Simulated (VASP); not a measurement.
A run of VASP 6.6.1:

Contents of INCAR:

```
PREC = Accurate
ENCUT = 520
EDIFF = 1E-7
ISMEAR = -1
SIGMA = 0.24
LREAL = False
LASPH = True
NELM = 60
ALGO = Normal
ISIF = 2
LWAVE = False
LCHARG = True
GGA = PE
LELF = True
LVHAR = True
NBANDS = 60
```

File KPOINTS:

```
regular mesh
0
Gamma
  3 3 2
```

File POSCAR:

```
TiO2
1.0
   -4.5582430000      4.5582430000      1.9775720000
    4.5582430000     -4.5582430000      1.9775720000
    4.5582430000      4.5582430000     -1.9775720000
Ti O
4 8
Direct
    0.3274059593      0.0634994497      0.2808209216
    0.0352801938      0.7840555443      0.7265957519
    0.9446701722      0.2433582852      0.3014867790
    0.7267533277      1.0034937297      0.7384753292
    0.4914792968      0.2043730588      0.6649053155
    0.1459881019      0.8770702316      0.0056491065
    0.0854638959      0.4015396294      0.6426489329
    0.1290466970      0.1269954681      0.3372022948
    0.8459093354      0.8664874397      0.6805253691
    0.8553748131      0.4986255130      0.3534804968
    0.7611590282      0.0972409352      1.0175850651
    0.4122862172      0.7547536986      0.3487637671
```

Potentials or basis: VASP PAW PBE potentials, release 64 (Ti_sv, O).

The run is started by

```sh
$ cat potpaw_PBE.64/Ti_sv/POTCAR potpaw_PBE.64/O/POTCAR > POTCAR
$ mpirun -np 1 vasp_std > vasp.out
```

Hardware: 1 thread of AMD EPYC 9R45 96-Core Processor (Zen 5) (shared host).

Estimate the wall time of this run.

Run time: 2.5 min on 1 thread of AMD EPYC 9R45 96-Core Processor (Zen 5), on a shared host, peak memory 0.33 GiB. Counts: scf iterations 20, k points 10.
